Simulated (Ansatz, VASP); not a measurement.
# CrCoC6N6 in VASP and in Ansatz

```
CELL_PARAMETERS angstrom
0.00000 5.06831 5.06831
5.06831 0.00000 5.06831
5.06831 5.06831 0.00000
ATOMIC_POSITIONS crystal
Cr 0.00000 0.00000 0.00000
Co 0.50000 0.50000 0.50000
C 0.79928 0.20072 0.20072
C 0.20072 0.79928 0.20072
C 0.20072 0.20072 0.79928
C 0.20072 0.79928 0.79928
C 0.79928 0.20072 0.79928
C 0.79928 0.79928 0.20072
N 0.68448 0.31552 0.31552
N 0.31552 0.68448 0.31552
N 0.31552 0.31552 0.68448
N 0.31552 0.68448 0.68448
N 0.68448 0.31552 0.68448
N 0.68448 0.68448 0.31552
```

Alike in both runs: functional PBE; k mesh 4 × 4 × 4; occupations gaussian, width 0.1 eV; collinear spin.

Ansatz relaxed the structure, and its values are those at the end. VASP's run is a single point on that final structure, the one shown.

|  | VASP | Ansatz |
| --- | --- | --- |
| version | VASP 6.6.1 | Ansatz 0.2.0 |
| potentials or method | VASP PAW PBE potentials, release 64 (Cr_pv, Co, C, N), cutoff 520 eV | scalar-relativistic, plane waves, PAW |
| valence electrons in the cell | 75 | 85 |

```csv
,VASP,Ansatz,Ansatz less VASP
gap on the k mesh at the Fermi level (eV),1.86,1.84,-0.017
least direct gap on the mesh (eV),1.86,1.89,+0.031
pressure (GPa),0.6,0.2,-0.38
rms of the force components (eV/Å),0.217,0.003,-0.2147
net moment per atom (μB),0.21,0.21,0.000
size of the moment on the site where the two differ most (μB),2.54,2.12,-0.420
```

Site moments also hang on the region over which each program counts them. VASP's potentials hold 75 valence electrons a cell and Ansatz's 85, so a difference there can come from the potentials and not from the codes.

Noted on VASP's run: the standard files for N, O and F lose accuracy on very short bonds.
